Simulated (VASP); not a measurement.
Here is a VASP 6.6.1 calculation.

Contents of POSCAR:

```
SiC
1.0
    0.0000000000      2.1750083320      2.1750083320
    2.1750083320      0.0000000000      2.1750083320
    2.1750083320      2.1750083320      0.0000000000
Si C
1 1
Direct
    0.0000000000      0.0000000000      0.0000000000
    0.7500000000      0.7500000000      0.7500000000
```

INCAR.step1

```
SYSTEM = SiC
ALGO     = Normal         ! electronic algorithm
EDIFF    = 1E-4           ! SCF threshold, eV
ENCUT    = 520            ! plane-wave cutoff, eV
GGA      = PE             ! functional
ISMEAR   = 0              ! smearing method
LASPH    = .True.         ! aspherical terms in the spheres
LCHARG   = .False.        ! write CHGCAR
LREAL    = .False.        ! projectors in reciprocal space
LWAVE    = .True.         ! write WAVECAR
NBANDS   = 11             ! bands
NELM     = 80             ! most SCF steps
PREC     = Accurate       ! precision mode
SIGMA    = 0.01           ! smearing width, eV
```

File INCAR.step2:

```
SYSTEM = SiC
ALGO     = Normal         ! electronic algorithm
EDIFF    = 1E-6           ! SCF threshold, eV
ENCUT    = 520            ! plane-wave cutoff, eV
ISIF     = 2              ! what is computed and relaxed
ISMEAR   = 0              ! smearing method
ISTART   = 1            
LASPH    = .True.         ! aspherical terms in the spheres
LCHARG   = .False.        ! write CHGCAR
LMIXTAU  = .True.       
LREAL    = .False.        ! projectors in reciprocal space
LWAVE    = .False.        ! write WAVECAR
METAGGA  = R2SCAN         ! meta-GGA
NBANDS   = 11             ! bands
NELM     = 80             ! most SCF steps
PREC     = Accurate       ! precision mode
SIGMA    = 0.01           ! smearing width, eV
```

The input KPOINTS:

```
k-points
0
Gamma
  8 8 8
  0 0 0
```

Potentials or basis: VASP PAW PBE potentials, release 64 (Si, C).

Launch:

```console
$ cat potpaw_PBE.64/Si/POTCAR potpaw_PBE.64/C/POTCAR > POTCAR
$ cp INCAR.step1 INCAR
$ mpirun -np 1 vasp_std > vasp.out
$ cp INCAR.step2 INCAR
$ mpirun -np 1 vasp_std > vasp.out
```

**Question.** What does it give for the pressure?

**Answer.** 0.8 GPa.

**Question.** Predict the band gap on the k mesh.

**Answer.** 1.72 eV, indirect (least direct gap 5.07 eV).

Caveat: the PAW data sets were made with another functional, which shifts forces and pressure a little. A k mesh can miss the band edges.
